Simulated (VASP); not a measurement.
Input of a VASP 6.6.1 run:

File INCAR:

```
ALGO     = Normal         # electronic algorithm
DIPOL    = 0.5 0.5 0.362
EDIFF    = 1E-6           # SCF threshold, eV
ENCUT    = 520            # plane-wave cutoff, eV
GGA      = PE             # functional
IDIPOL   = 3            
ISIF     = 2              # what is computed and relaxed
ISMEAR   = 0              # smearing method
LASPH    = True           # aspherical terms in the spheres
LCHARG   = False          # write CHGCAR
LDIPOL   = True         
LREAL    = False          # projectors in reciprocal space
LWAVE    = False          # write WAVECAR
NBANDS   = 13             # bands
NELM     = 60             # most SCF steps
PREC     = Accurate       # precision mode
SIGMA    = 0.1            # smearing width, eV
```

The input KPOINTS:

```
k-points
0
Gamma
  9 9 1
```

POSCAR

```
Al3H
1.0
    2.8567582918      0.0000000000      0.0000000000
   -1.4283791459      2.4740252532      0.0000000000
    0.0000000000      0.0000000000     20.1013782055
Al H
3 1
Direct
    0.6666666667      0.3333333333      0.1989913308
    0.3333333333      0.6666666667      0.3134471548
    0.0000000000      0.0000000000      0.4278999240
    0.0000000000      0.0000000000      0.5078467076
```

Potentials or basis: VASP PAW PBE potentials, release 64 (Al, H).

Run with:

```bash
$ cat potpaw_PBE.64/Al/POTCAR potpaw_PBE.64/H/POTCAR > POTCAR
$ mpirun -np 1 vasp_std > vasp.out
```

Q: Predict the largest force.

A: 0.225 eV/Å.

Q: Predict the band gap on the k mesh.

A: Zero (band 5 reaches 0.23 eV, above the bottom of band 6 at -1.23 eV).

Forces on the atoms (eV/Å):
```
Al   0.000  0.000 -0.174
Al   0.000  0.000  0.225
Al   0.000  0.000 -0.072
H    0.000  0.000  0.021
```
